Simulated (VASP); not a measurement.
# SnSe2 (P-3m1) in VASP: a series of runs, part 2 of 2

VASP 6.6.1. Earlier steps stand in the parts before.

### 3 Single point, PBE+D3(BJ) (28.31 Å³/atom)

Input file INCAR:

```
  PREC = Accurate
  ENCUT = 500
  EDIFF = 1E-6
  ISMEAR = 0
  SIGMA = 0.03
  LREAL = False
  LASPH = True
  NELM = 120
  ALGO = Normal
  ISIF = 2
  LWAVE = False
  LCHARG = True
  GGA = PE
  IVDW = 12
  LELF = True
  LVHAR = True
  NBANDS = 20
  GGA_COMPAT = False
```

Input file KPOINTS:

```
regular mesh
0
Gamma
  12 12 6
```

Input file POSCAR:

```
SnSe2
1.0
    4.0531807388      0.0000000000      0.0000000000
   -2.0265903694      3.5101574859      0.0000000000
    0.0000000000      0.0000000000      5.9699299101
Sn Se
1 2
Direct
    0.0000000000      0.0000000000      0.0000000000
    0.3333333333      0.6666666667      0.2651331237
    0.6666666667      0.3333333333      0.7348668763
```

Potentials or basis: VASP PAW PBE potentials, release 64 (Sn_d, Se).

Command:

```sh
> cat potpaw_PBE.64/Sn_d/POTCAR potpaw_PBE.64/Se/POTCAR > POTCAR
> mpirun -np 1 vasp_std > vasp.out
```

OUTCAR:

```text
PREC = Accurate
   ENCUT = 500
   EDIFF = 1E-6
   ISMEAR = 0
   LREAL = False
   LASPH = True
   NELM = 120
   ISIF = 2
   GGA = PE
   IVDW = 12
 IVDW          = 12

 ion  position               nearest neighbor table
   1  0.000  0.000  0.000-   2 2.83   3 2.83   2 2.83   3 2.83   3 2.83   2 2.83
   2  0.333  0.667  0.265-   1 2.83   1 2.83   1 2.83
   3  0.667  0.333  0.735-   1 2.83   1 2.83   1 2.83

  LATTYP: Found a hexagonal cell.
 ALAT       =     4.0531807388
 C/A-ratio  =     1.4729000000

  Lattice vectors:

 A1 = (   4.0531807388,   0.0000000000,   0.0000000000)
 A2 = (  -2.0265903694,   3.5101574859,   0.0000000000)
 A3 = (   0.0000000000,   0.0000000000,   5.9699299101)

Analysis of symmetry for initial positions (statically):
=====================================================================
 Subroutine PRICEL returns:
 Original cell was already a primitive cell.

 Routine SETGRP: Setting up the symmetry group for a
 hexagonal supercell.

 Subroutine GETGRP returns: Found 12 space group operations
 (whereof 12 operations were pure point group operations)
 out of a pool of 24 trial point group operations.

The static configuration has the point symmetry D_3d.

Analysis of symmetry for dynamics (positions and initial velocities):
=====================================================================
 Subroutine PRICEL returns:
 Original cell was already a primitive cell.

 Routine SETGRP: Setting up the symmetry group for a
 hexagonal supercell.

 Subroutine GETGRP returns: Found 12 space group operations
 (whereof 12 operations were pure point group operations)
 out of a pool of 24 trial point group operations.

The dynamic configuration has the point symmetry D_3d.

 Subroutine INISYM returns: Found 12 space group operations
 (whereof 12 operations are pure point group operations),
 and found     1 'primitive' translations

----------------------------------------------------------------------------------------

                                     Primitive cell

[... 113 lines left out ...]
  volume/ion in A,a.u.               =      28.31       191.06
  Fermi-wavevector in a.u.,A,eV,Ry     =   1.103321  2.084975 16.562616  1.217318
  Thomas-Fermi vector in A             =   2.239778
   LORBIT       =      0    0 simple, 1 ext, 2 COOP (PROOUT), +10 PAW based schemes
   GGA     = PE    functional components
   LHFCALC =     F    Hartree Fock is set to
   AEXX    =    0.0000 exact exchange contribution
   IVDW    =    12    specifies the selected vdW correction
   LEPSILON=     F    determine dielectric tensor
   LRPA    =     F    only Hartree local field effects (RPA)
 non-spin polarized calculation
 Gauss-broadening in eV      SIGMA  =   0.03
  energy-cutoff  :      500.00
  volume of cell :       84.94
 maximum number of plane-waves:      2188
 NGX is ok and might be reduce to    30
   NGX = 15   NGY = 15   NGZ = 21

 number of electron      25.9999995 magnetization

 Free energy of the ion-electron system (eV)
  ---------------------------------------------------
  ext. energy  EPLUGINS =         0.00000000
  ---------------------------------------------------
  free energy    TOTEN  =       -11.73890182 eV

  energy without entropy =      -11.73881371  energy(sigma->0) =      -11.73885776

 E-fermi :   3.6009     XC(G=0):  -9.1106

 val. band max:        3.5757128764   @ k =   0.0833   0.0833   0.0000
 cond. band min:       3.6904144387   @ k =   0.0000   0.4167   0.3333
 fundamental gap:      0.1147015622
 Fermi energy:         3.6009293059

 k-point     1 :       0.0000    0.0000    0.0000
  band No.  band energies     occupation
      1     -17.9229      2.00000
      2     -17.9229      2.00000
      3     -17.9149      2.00000
      4     -17.9027      2.00000
      5     -17.9027      2.00000
      6      -9.8735      2.00000
[... 541 lines left out ...]
     19      11.1991      0.00000
     20      11.7746      0.00000

 [... further k-points ...]

------------------------ aborting loop because EDIFF is reached ----------------------------------------

 Edisp (eV)   -0.98223

 E8    (eV) :    -0.4302

  FORCE on cell =-STRESS in cart. coord.  units (eV):
  Direction    XX          YY          ZZ          XY          YZ          ZX
  --------------------------------------------------------------------------------------
  -------------------------------------------------------------------------------------
  Total      -3.25699    -3.25699    -1.78141     0.00000    -0.00000    -0.00000
  in kB     -61.43780   -61.43780   -33.60344     0.00000    -0.00000    -0.00000
  external pressure =      -52.16 kB  Pullay stress =        0.00 kB

 VOLUME and BASIS-vectors are now :
 -----------------------------------------------------------------------------
  energy-cutoff  :      500.00
  volume of cell :       84.94
      direct lattice vectors                 reciprocal lattice vectors
     4.053180739  0.000000000  0.000000000     0.246719814  0.142443751  0.000000000
    -2.026590369  3.510157486  0.000000000     0.000000000  0.284887503  0.000000000
     0.000000000  0.000000000  5.969929910     0.000000000  0.000000000  0.167506154

 POSITION                                       TOTAL-FORCE (eV/Angst)
 -----------------------------------------------------------------------------------
      0.00000      0.00000      0.00000         0.000000      0.000000      0.000000
     -0.00000      2.34010      1.58283        -0.000000      0.000000     -0.337792
      2.02659      1.17005      4.38710         0.000000      0.000000      0.337792
 -----------------------------------------------------------------------------------
    total drift:                                0.000000     -0.000000      0.000000

  FREE ENERGIE OF THE ION-ELECTRON SYSTEM (eV)
  ---------------------------------------------------
  free  energy   TOTEN  =       -12.7211320296 eV

  energy  without entropy=      -12.7210439243  energy(sigma->0) =      -12.72108798
```

Run time: 2.2 min. Hardware: 1 thread of Intel Xeon 8259CL, shared host; peak memory 0.31 GiB.

Results:

```yaml
Free_energy: -12.7211 eV
Pressure: -5.2 GPa
Largest_force: 0.338 eV/Å
Band_gap_on_the_k_mesh: zero (bands 13 and 14 overlap by 0.06 eV)
Dispersion_energy_per_atom: -0.327 eV
```

Forces on the atoms (eV/Å):
```
Sn   0.000  0.000  0.000
Se   0.000  0.000 -0.338
Se   0.000  0.000  0.338
```

Caveat: the cell stands under tension; semilocal functionals underestimate gaps, so a narrow gap can read as zero; spin-orbit coupling is left out, which moves the levels of the heavy elements.
